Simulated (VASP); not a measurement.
Runs of VASP 6.6.1 on Si2C3. The structure is that of space group P-6m2 (No. 187), or close to it. The cells are those of the table. 

| task | spin | cell | k mesh | cutoff (eV) | gap on the mesh (eV) | pressure (GPa) | largest force (eV/Å) |
| --- | --- | --- | --- | --- | --- | --- | --- |
| single point | off | a = 3.081, b = 3.081, c = 9.431 Å, angles 90.0, 90.0, 120.0°, 5 atoms | 12 × 12 × 4 | 520 | none | (a) | 0.06 |
| relaxation of cell and atoms | off | relaxed from a = 3.936, b = 3.936, c = 4.833 Å, angles 90.0, 90.0, 120.0°, 5 atoms | 6 × 6 × 4 | 600 | none | -0.1 | 0.03 |
| single point | collinear, ferromagnetic start | a = 3.081, b = 3.081, c = 9.119 Å, angles 90.0, 90.0, 120.0°, 5 atoms | 6 × 6 × 2 | 520 | none | 0.1 | 0.07 |
| single point | off | a = 3.081, b = 3.081, c = 9.119 Å, angles 90.0, 90.0, 120.0°, 5 atoms | 6 × 6 × 4 | 520 | none | 0.1 | 0.07 |
| single point | off | a = 3.936, b = 3.936, c = 4.833 Å, angles 90.0, 90.0, 120.0°, 5 atoms | 6 × 6 × 4 | 520 | none | -24.2 | 1.25 |

Alike in all rows: level PBE; potentials or basis VASP PAW PBE potentials, release 64 (Si, C); smearing gaussian 0.1 eV.

Estimate the missing entries.

(a) 0.0.

Caveats: some runs use coarse meshes; forces of over 1 eV/Å act on the atoms, so gaps and moduli don't describe the material at rest (some runs).

A gap of «none» marks levels without a gap at the run's occupations.
